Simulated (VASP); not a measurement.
Crystal: TiAl.

```
CELL_PARAMETERS angstrom
2.82843 0.00000 0.00000
0.00000 2.82843 0.00000
0.00000 0.00000 4.07000
ATOMIC_POSITIONS crystal
Ti 0.00000 0.00000 0.00000
Al 0.50000 0.50000 0.50000
```

```yaml
Program: VASP 6.6.1
Task: relaxation of cell and atoms
Functional: LDA
Potentials_or_basis: VASP PAW LDA potentials, release 64 (Ti_sv, Al)
Cutoff: 600 eV
k_mesh: 20 × 20 × 14
Occupations: gaussian, width 0.1 eV
Spin: no spin polarisation
```

At the start: pressure -6.9 GPa; volume 16.28 Å³/atom.

Task: How do energy, volume and symmetry change on relaxing?

Result: Over 10 steps the energy falls by 21.9 meV/atom and the volume is 15.32 Å³/atom (-5.9 %); space group P4/mmm (No. 123, to 0.05 Å).

The path:
| step | energy change (eV) | largest force (eV/Å) | pressure (GPa) | volume (Å³) |
| --- | --- | --- | --- | --- |
| 1 | 0.0000 | 0.0000 | -6.93 | 32.56 |
| 2 | -0.0211 | 0.0000 | 5.79 | 29.35 |
| 3 | -0.0437 | 0.0000 | 0.01 | 30.64 |
| 4 | -0.0437 | 0.0000 | -0.14 | 30.68 |
| 5 | -0.0437 | 0.0000 | -0.17 | 30.68 |
| 6 | -0.0438 | 0.0000 | -0.21 | 30.68 |
| 7 | -0.0438 | 0.0000 | -0.21 | 30.68 |
| 8 | -0.0438 | 0.0000 | 0.12 | 30.60 |
| 9 | -0.0438 | 0.0000 | 0.04 | 30.63 |
| 10 | -0.0438 | 0.0000 | -0.01 | 30.64 |

Final structure:
```
Ti Al
1.0
     2.76571    0.00000    0.00000
     0.00000    2.76571    0.00000
     0.00000    0.00000    4.00586
Ti Al
1 1
Cartesian
  0.0000 0.0000 0.0000
  1.3829 1.3829 2.0029
```
